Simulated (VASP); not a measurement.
## Ni: single point with LDA

Ni:

```xyz
1
Lattice="2.1981 0.0000 0.0000 0.0000 2.1981 0.0000 0.0000 0.0000 2.1981" Properties=species:S:1:pos:R:3 pbc="T T T"
Ni    0.0000    0.0000    0.0000
```

This isn't the form of Ni at room conditions, which is fcc.

| Quantity | Value |
| --- | --- |
| Program | VASP 6.6.1 |
| Task | single point |
| Functional | LDA |
| Potentials or basis | VASP PAW LDA potentials, release 64 (Ni) |
| Cutoff | 520 eV |
| k mesh | 23 × 23 × 23 |
| Occupations | fermi-dirac, width 0.05 eV |
| Spin | collinear spin, ferromagnetic start |
| Starting moments | [0.463] μB |
| Dipole correction | no |
| Further INCAR settings | ALGO = Normal; EDIFF = 1e-06; NBANDS = 15 |

```json
{
  "Pressure": "18.4 GPa",
  "Net moment": "0.35 μB per cell",
  "Site moments": "Ni +0.35 μB",
  "Valence electrons inside the program's atomic spheres": "Ni 9.56"
}
```

Levels at points of the mesh, in eV from the Fermi level:
Spin up:
| k point | band 1 | band 2 | band 3 | band 4 | band 5 | band 6 | band 7 | band 8 | band 9 | band 10 |
| --- | --- | --- | --- | --- | --- | --- | --- | --- | --- | --- |
| (0.00, 0.00, 0.00) | -9.09 | -4.36 | -4.36 | -0.11 | -0.11 | -0.11 | 21.52 | 21.52 | 21.52 | 25.88 |
Spin down:
| k point | band 3 | band 4 | band 5 | band 6 | band 7 | band 8 |
| --- | --- | --- | --- | --- | --- | --- |
| (0.00, 0.00, 0.00) | -4.11 | 0.28 | 0.28 | 0.28 | 21.59 | 21.59 |

Wall time 22 s on 1 thread of Intel(R) Xeon(R) 6975P-C (Granite Rapids), on a shared host, peak memory 0.18 GiB.

Caveat: the cell stands under pressure.
